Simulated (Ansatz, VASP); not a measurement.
One calculation of BN, two programs

Contents of POSCAR:

```
BN
1.0
    0.0000000000      1.6611808892      2.1595351560
    1.6611808892      0.0000000000      2.1595351560
    1.6611808892      1.6611808892      0.0000000000
B N
1 1
Direct
    0.0000000000      0.0000000000      0.0000000000
    0.7500000000      0.7500000000      0.7500000000
```

INCAR.step1

```
PREC = Accurate ; ENCUT = 520
ISMEAR = 0 ; SIGMA = 0.05
LREAL = F ; LASPH = T
NELM = 80 ; NBANDS = 11
GGA = PE ; ALGO = Normal
EDIFF = 1E-4 ; LWAVE = T
LCHARG = F
```

Contents of INCAR.step2:

```
PREC = Accurate ; ENCUT = 520
EDIFF = 1E-6 ; ISMEAR = 0
SIGMA = 0.05 ; LREAL = F
LASPH = T ; NELM = 80
ALGO = Normal ; ISIF = 2
LWAVE = F ; LCHARG = F
METAGGA = R2SCAN ; LMIXTAU = T
NBANDS = 11 ; ISTART = 1
```

KPOINTS

```
Automatic mesh
0
Gamma
  12 12 12
```

Input for Ansatz:

```yaml
crystal:
  lattice:
    - [0.0, 1.6611808892, 2.159535156]
    - [1.6611808892, 0.0, 2.159535156]
    - [1.6611808892, 1.6611808892, 0.0]
  atoms:
    - { symbol: B, position: [0.0, 0.0, 0.0] }
    - { symbol: "N", position: [0.75, 0.75, 0.75] }
basis:
  ecutwfc: 500
kpoints:
  mp_grid: { grid: [12, 12, 12] }
hamiltonian:
  xc: r2scan
scf:
  occupations: { method: gaussian, width: 0.05 }
output:
  forces: true
  stress: true
  eigenvalues: true
  write_density: true
  write_potential: true
  elf: true
  volumetric_format: npy
```

Alike in both runs: task single point; functional r2SCAN; k mesh 12 × 12 × 12; occupations gaussian, width 0.05 eV; no spin polarisation.

|  | VASP | Ansatz |
| --- | --- | --- |
| version | VASP 6.6.1 | Ansatz 0.2.0 |
| potentials or method | VASP PAW PBE potentials, release 64 (B, N), cutoff 520 eV | scalar-relativistic, plane waves, PAW |
| valence electrons in the cell | 8 | 8 |

Ansatz gave:

- gap on the k mesh at the Fermi level (eV): 2.41
- least direct gap on the mesh (eV): 5.04
- pressure (GPa): -2.8
- traceless stress, the component that is largest in VASP (GPa): -151.75

Q: Estimate VASP's values.

A: gap on the k mesh at the Fermi level (eV): 2.39; least direct gap on the mesh (eV): 5.03; pressure (GPa): -1.8; traceless stress, the component that is largest in VASP (GPa): -151.41.

VASP's potentials were made for PBE, not for r2SCAN.
